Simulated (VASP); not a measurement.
**Rb3Ir: single point with PBE**

Crystal: Rb3Ir.

```
Rb Ir
1.0
     5.36719    0.00000    0.00000
     0.00000    5.36719    0.00000
     0.00000    0.00000    5.36719
Rb Ir
3 1
Direct
  0.00000 0.50000 0.50000
  0.50000 0.00000 0.50000
  0.50000 0.50000 0.00000
  0.00000 0.00000 0.00000
```

* Program: VASP 6.6.1
* Task: single point
* Functional: PBE
* Potentials or basis: VASP PAW PBE potentials, release 64 (Rb_sv, Ir)
* Cutoff: 520 eV
* k mesh: 10 × 10 × 10
* Occupations: gaussian, width 0.1 eV
* Spin: no spin polarisation

| Item | Value |
| --- | --- |
| Pressure | 0.0 GPa |
| Band gap on the k mesh | zero (bands 18 and 19 overlap by 0.39 eV) |

Levels at points of the mesh, in eV from the Fermi level:
| k point | band 14 | band 15 | band 16 | band 17 | band 18 | band 19 | band 20 | band 21 | band 22 | band 23 |
| --- | --- | --- | --- | --- | --- | --- | --- | --- | --- | --- |
| (0.00, 0.00, 0.00) | -0.65 | -0.65 | -0.41 | -0.34 | -0.34 | -0.34 | 3.24 | 3.24 | 3.40 | 3.40 |
| (0.50, 0.00, 0.00) | -0.49 | -0.38 | -0.26 | -0.12 | -0.12 | -0.05 | 1.18 | 2.50 | 2.50 | 3.17 |
| (0.50, 0.50, 0.00) | -0.41 | -0.20 | -0.13 | -0.13 | 0.04 | 0.82 | 0.82 | 1.46 | 2.26 | 3.33 |
| (0.50, 0.50, 0.50) | -0.58 | -0.58 | -0.58 | -0.02 | -0.02 | 2.13 | 2.13 | 2.13 | 2.46 | 2.46 |

It took 2.1 min on 1 thread of Intel(R) Xeon(R) 6975P-C (Granite Rapids), on a shared host, peak memory 0.38 GiB.

Caveat: spin-orbit coupling is left out, which moves the levels of the heavy elements.
